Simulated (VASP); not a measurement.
Wanted: the native input for a VASP 6.6.1 run.

```yaml
Task: single point
Functional: PBE
Potentials_or_basis: VASP PAW PBE potentials, release 64 (Ti_sv, W_sv)
Cutoff: 520 eV
k_mesh: 6 × 6 × 4
Occupations: gaussian, width 0.1 eV
Spin: no spin polarisation
Dipole_correction: no
Further_INCAR_settings: ALGO = Normal; EDIFF = 1e-06; NBANDS = 27
```

The structure of TiW2 lies in POSCAR:

```
TiW2
1.0
    2.8464232200      0.0000000000      0.0000000000
   -1.4232116100      2.4650748200      0.0000000000
    0.0000000000      0.0000000000      6.9722844900
Ti W
1 2
Direct
    0.0000000000      0.0000000000      0.5000000000
    0.3333333300      0.6666666700      0.1666666700
    0.6666666700      0.3333333300      0.8333333300
```

One way to write it, as run:

INCAR

```
SYSTEM = TiW2
ALGO = Normal ; EDIFF = 1E-6
ENCUT = 520 ; GGA = PE
ISIF = 2 ; ISMEAR = 0
LASPH = .TRUE. ; LCHARG = .TRUE.
LELF = .TRUE. ; LREAL = .FALSE.
LVHAR = .TRUE. ; LWAVE = .FALSE.
NBANDS = 27 ; NELM = 80
PREC = Accurate ; SIGMA = 0.1
```

KPOINTS

```
k-points
0
G
  6 6 4
  0 0 0
```

Potentials or basis: VASP PAW PBE potentials, release 64 (Ti_sv, W_sv).

The run is started by

```console
$ cat potpaw_PBE.64/Ti_sv/POTCAR potpaw_PBE.64/W_sv/POTCAR > POTCAR
$ mpirun -np 1 vasp_std > vasp.out
```

Results of the run:

| Item | Value |
| --- | --- |
| Pressure | 4.0 GPa |
| Largest force | 0.274 eV/Å |
| Band gap on the k mesh | zero (band 20 reaches 10.39 eV, above the bottom of band 21 at 9.39 eV) |

Caveat: the k points lie up to 0.42 Å⁻¹ apart; spin-orbit coupling is left out, which moves the levels of the heavy elements.

It took 26 s on 1 thread of AMD EPYC 9R45 (Zen 5) (shared host), peak memory 0.16 GiB.
